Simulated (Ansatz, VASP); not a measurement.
**One calculation of RbH2, two programs**

Contents of INCAR:

```
SYSTEM = RbH2
ALGO = Normal ; EDIFF = 1E-6
ENCUT = 520 ; GGA = PE
ISIF = 2 ; ISMEAR = 0
LASPH = .TRUE. ; LCHARG = .FALSE.
LREAL = .FALSE. ; LWAVE = .FALSE.
NBANDS = 20 ; NELM = 80
PREC = Accurate ; SIGMA = 0.1
```

KPOINTS

```
k-points
0
G
  4 4 4
  0 0 0
```

Contents of POSCAR:

```
RbH2
1.0
    4.5839866600      0.0000000000      0.0000000000
    0.0000000000      4.5839866600      0.0000000000
    0.0000000000      0.0000000000      4.7703265400
Rb H
2 4
Direct
    0.0000000000      0.0000000000      0.0000000000
    0.5000000000      0.5000000000      0.5000000000
    0.4298980200      0.5701019800      0.0000000000
    0.5701019800      0.4298980200      0.0000000000
    0.9298980200      0.9298980200      0.5000000000
    0.0701019800      0.0701019800      0.5000000000
```

Input for Ansatz:

```yaml
crystal:
  lattice:
    - [4.58398666, 0.0, 0.0]
    - [0.0, 4.58398666, 0.0]
    - [0.0, 0.0, 4.77032654]
  atoms:
    - { symbol: Rb, position: [0.0, 0.0, 0.0] }
    - { symbol: Rb, position: [0.5, 0.5, 0.5] }
    - { symbol: H, position: [0.42989802, 0.57010198, 0.0] }
    - { symbol: H, position: [0.57010198, 0.42989802, 0.0] }
    - { symbol: H, position: [0.92989802, 0.92989802, 0.5] }
    - { symbol: H, position: [0.07010198, 0.07010198, 0.5] }
basis:
  ecutwfc: 420
kpoints:
  mp_grid: { grid: [4, 4, 4] }
hamiltonian:
  xc: pbe
scf:
  occupations: { method: gaussian, width: 0.1 }
  lower_state_search: "off"
output:
  forces: true
  stress: true
  eigenvalues: true
```

Alike in both runs: task single point; functional PBE; k mesh 4 × 4 × 4; occupations gaussian, width 0.1 eV; no spin polarisation.

|  | VASP | Ansatz |
| --- | --- | --- |
| version | VASP 6.6.1 | Ansatz 0.2.0 |
| potentials or method | VASP PAW PBE potentials, release 64 (Rb_sv, H), cutoff 520 eV | scalar-relativistic, plane waves, PAW |
| valence electrons in the cell | 22 | 22 |

```csv
,VASP,Ansatz,Ansatz less VASP
gap on the k mesh at the Fermi level (eV),none,none,-
pressure (GPa),6.6,6.5,0.00
"traceless stress, the component that is largest in VASP (GPa)",8.28,8.20,-0.080
rms of the force components (eV/Å),0.292,0.292,-0.0004
```

Atom by atom the forces differ by 0.000 eV/Å (rms over components). A gap of «none» marks a metal or a gap that the smearing closes.
